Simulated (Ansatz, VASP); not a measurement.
# Two plane-wave programs on BaTiO3

The input INCAR:

```
PREC = Accurate
ENCUT = 520
EDIFF = 1E-6
ISMEAR = 0
SIGMA = 0.1
LREAL = False
LASPH = True
NELM = 150
ALGO = Normal
ISIF = 2
LWAVE = False
LCHARG = False
ISPIN = 2
MAGMOM = 0 1 0 0 0
LORBIT = 11
LMAXMIX = 4
GGA = PE
NBANDS = 32
```

Contents of KPOINTS:

```
regular mesh
0
Gamma
  6 6 6
```

POSCAR

```
BaTiO3
1.0
    2.8482561214      1.6444414384      2.3355603327
   -2.8482561214      1.6444414384      2.3355603327
    0.0000000000     -3.2888828769      2.3355603327
Ba Ti O
1 1 3
Direct
    0.0001460400      0.0001460400      0.0001460400
    0.5133377100      0.5133377100      0.5133377100
    0.4889503100      0.9797166300      0.4889503100
    0.4889503100      0.4889503100      0.9797166300
    0.9797166300      0.4889503100      0.4889503100
```

Input for Ansatz:

```yaml
crystal:
  lattice:
    - [2.8482561214, 1.6444414384, 2.3355603327]
    - [-2.8482561214, 1.6444414384, 2.3355603327]
    - [0.0, -3.2888828769, 2.3355603327]
  atoms:
    - { symbol: Ba, position: [0.00014604, 0.00014604, 0.00014604] }
    - { symbol: Ti, position: [0.51333771, 0.51333771, 0.51333771], spin: 1.0 }
    - { symbol: O, position: [0.48895031, 0.97971663, 0.48895031] }
    - { symbol: O, position: [0.48895031, 0.48895031, 0.97971663] }
    - { symbol: O, position: [0.97971663, 0.48895031, 0.48895031] }
basis:
  ecutwfc: 420
kpoints:
  mp_grid: { grid: [6, 6, 6] }
hamiltonian:
  xc: pbe
scf:
  occupations: { method: gaussian, width: 0.1 }
  lower_state_search: "off"
output:
  forces: true
  stress: true
  eigenvalues: true
  populations: true
magnetization:
  spin_polarized: true
```

Alike in both runs: task single point; functional PBE; k mesh 6 × 6 × 6; occupations gaussian, width 0.1 eV; collinear spin.

```csv
,VASP,Ansatz
version,VASP 6.6.1,Ansatz 0.2.0
potentials or method,"VASP PAW PBE potentials, release 64 (Ba_sv, Ti_sv, O), cutoff 520 eV","scalar-relativistic, plane waves, PAW"
valence electrons in the cell,40,40
```

```tsv
	VASP	Ansatz	Ansatz less VASP
gap on the k mesh at the Fermi level (eV)	2.35	2.40	+0.051
least direct gap on the mesh (eV)	2.77	2.78	+0.013
pressure (GPa)	3.1	1.4	-1.67
rms of the force components (eV/Å)	0.023	0.043	+0.0204
net moment per atom (μB)	0.00	0.00	0.000
```

Atom by atom the forces differ by 0.028 eV/Å (rms over components). Ansatz's warnings: seeded moment not kept.

Spin-orbit coupling is off throughout.
